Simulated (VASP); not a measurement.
Re, 1 atom in the cell. It takes space group I4/mmm (No. 139, tetragonal). Conventional cell: a = 2.793 Å, b = 2.793 Å, c = 4.147 Å, α = 90.00°, β = 90.00°, γ = 90.00°. Within 3.7 Å of Re (site symmetry 4/mmm) lie 12 Re at 2.79 to 2.86 Å.  This cell differs from its parent crystal: strain +0.000 along x and y, +0.050 along z.

```yaml
Program: VASP 6.6.1
Task: single point
Functional: PBE
Potentials_or_basis: VASP PAW PBE potentials, release 64 (Re)
Cutoff: 520 eV
k_mesh: 20 × 20 × 20
Occupations: gaussian, width 0.15 eV
Spin: no spin polarisation
Dipole_correction: no
Further_INCAR_settings: ALGO = Fast; EDIFF = 1e-07; NBANDS = 10
```

Potentials or basis: VASP PAW PBE potentials, release 64 (Re).

Run with:

```sh
$ cat potpaw_PBE.64/Re/POTCAR > POTCAR
$ mpirun -np 1 vasp_std > vasp.out
```

Hardware: 1 thread of Intel(R) Xeon(R) Platinum 8259CL CPU @ 2.50GHz (Skylake/Cascade Lake), with other jobs on the host.

**Question.** How long does it take, and how much memory?

**Answer.** It took 2 min on 1 thread of Intel(R) Xeon(R) Platinum 8259CL CPU @ 2.50GHz (Skylake/Cascade Lake), on a shared host, peak memory 0.23 GiB. Counts: scf iterations 15, k points 641.
